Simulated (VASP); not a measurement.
Runs of VASP 6.6.1 on MgSi2N2. The structure is that of space group P-3m1 (No. 164), or close to it. The cells are those of the table. 

```tsv
spin	cell	k mesh	gap on the mesh (eV)	pressure (GPa)	moment (μB)	largest force (eV/Å)
collinear, ferromagnetic start	a = 4.111, b = 4.111, c = 4.439 Å, angles 90.0, 90.0, 120.0°, 5 atoms	6 × 6 × 4	none	19.2	0.00	(a)
off	a = 3.389, b = 3.389, c = 6.976 Å, angles 90.0, 90.0, 120.0°, 5 atoms	12 × 12 × 6	none	-0.1	-	0.08
collinear, ferromagnetic start	a = 3.400, b = 3.400, c = 6.961 Å, angles 90.0, 90.0, 120.0°, 5 atoms	6 × 6 × 4	none	-0.1	0.00	0.08
off	a = 4.111, b = 4.111, c = 4.439 Å, angles 90.0, 90.0, 120.0°, 5 atoms	6 × 6 × 4	none	19.3	-	7.68
off	a = 3.400, b = 3.400, c = 6.961 Å, angles 90.0, 90.0, 120.0°, 5 atoms	6 × 6 × 4	none	-0.1	-	0.08
```

Alike in all rows: task single point; level PBE; potentials or basis VASP PAW PBE potentials, release 64 (Mg, Si, N); cutoff (eV) 520; smearing gaussian 0.1 eV.

Task: Estimate the missing entries.

Result: (a) 7.69.

Caveats: forces of over 1 eV/Å act on the atoms, so gaps and moduli don't describe the material at rest (some runs).

A gap of «none» marks levels without a gap at the run's occupations.
